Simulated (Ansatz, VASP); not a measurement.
Rb: VASP beside Ansatz

INCAR

```
SYSTEM = Rb
AGGAC = 1.0
AGGAX = 1.0
ALDAC = 0.0
ALDAX = 1.0
ALGO = Normal
EDIFF = 1E-6
ENCUT = 520
GGA = B5
ISIF = 2
ISMEAR = -1
LASPH = .TRUE.
LCHARG = .FALSE.
LREAL = .FALSE.
LWAVE = .FALSE.
NBANDS = 16
NELM = 100
PREC = Accurate
SIGMA = 0.1
```

File KPOINTS:

```
k-points
0
G
  8 8 5
  0 0 0
```

File POSCAR:

```
Rb
1.0
    5.1198523007      0.0000000000      0.0000000000
   -2.5599261503      4.4339221560      0.0000000000
    0.0000000000      0.0000000000      8.4294387182
Rb
2
Direct
    0.3333333333      0.6666666667      0.2500000000
    0.6666666667      0.3333333333      0.7500000000
```

Input for Ansatz:

```yaml
crystal:
  lattice:
    - [5.1198523007, 0.0, 0.0]
    - [-2.5599261503, 4.433922156, 0.0]
    - [0.0, 0.0, 8.4294387182]
  atoms:
    - { symbol: Rb, position: [0.3333333333, 0.6666666667, 0.25] }
    - { symbol: Rb, position: [0.6666666667, 0.3333333333, 0.75] }
hamiltonian:
  xc: blyp
  pseudopotentials:
    kind: paw
    azcp:
      Rb: "pseudopotentials/Rb.paw.azcp"
basis:
  ecutwfc: 420
  fft_grid_basis: typed
kpoints:
  mp_grid: { grid: [8, 8, 5], shift: [0, 0, 0] }
magnetization:
  spin_polarized: false
scf:
  occupations: { method: fermi_dirac, width: 0.1 }
  lower_state_search: "off"
output:
  stress: true
```

Alike in both runs: task single point; functional BLYP; k mesh 8 × 8 × 5; occupations fermi-dirac, width 0.1 eV; no spin polarisation.

|  | VASP | Ansatz |
| --- | --- | --- |
| version | VASP 6.6.1 | Ansatz 0.2.0 |
| potentials or method | VASP PAW PBE potentials, release 64 (Rb_sv), cutoff 520 eV | plane waves (420 eV) with PAW, scalar-relativistic |
| valence electrons in the cell | 18 | 18 |

|  | VASP | Ansatz | Ansatz less VASP |
| --- | --- | --- | --- |
| pressure (GPa) | 0.0 | 0.0 | 0.00 |

VASP's potentials were made for PBE, not for BLYP.
